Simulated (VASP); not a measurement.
A run of VASP 6.6.1 is set up as follows.

Contents of INCAR:

```
PREC = Accurate ; ENCUT = 520
EDIFF = 1E-6 ; ISMEAR = 0
SIGMA = 0.05 ; LREAL = False
LASPH = True ; NELM = 60
ALGO = Normal ; ISIF = 2
LWAVE = False ; LCHARG = False
GGA = CA ; NBANDS = 16
```

KPOINTS

```
Automatic mesh
0
Gamma
  9 9 6
```

File POSCAR:

```
AlN
1.0
    3.1403243997      0.0000000000      0.0000000000
   -1.5701621999      2.7196007063      0.0000000000
    0.0000000000      0.0000000000      5.0263297624
Al N
2 2
Direct
    0.3365483715      0.6730967429      0.0015212672
    0.6634516285      0.3269032571      0.5015212672
    0.3304644511      0.6609289023      0.3834787328
    0.6695355489      0.3390710977      0.8834787328
```

Potentials or basis: VASP PAW LDA potentials, release 64 (Al, N).

The run is started by

```bash
$ cat potpaw_LDA.64/Al/POTCAR potpaw_LDA.64/N/POTCAR > POTCAR
$ mpirun -np 1 vasp_std > vasp.out
```

Estimate the band gap on the k mesh.

3.98 eV, direct.

What does it give for the pressure?

-9.1 GPa.

Estimate the largest force.

0.100 eV/Å.

Stress tensor (GPa, compression positive):
```
-9.21  0.00  0.00
 0.00 -9.40  0.00
 0.00  0.00 -8.66
```

A k mesh can miss the band edges. As with any semilocal functional, this LDA gap is likely too small.
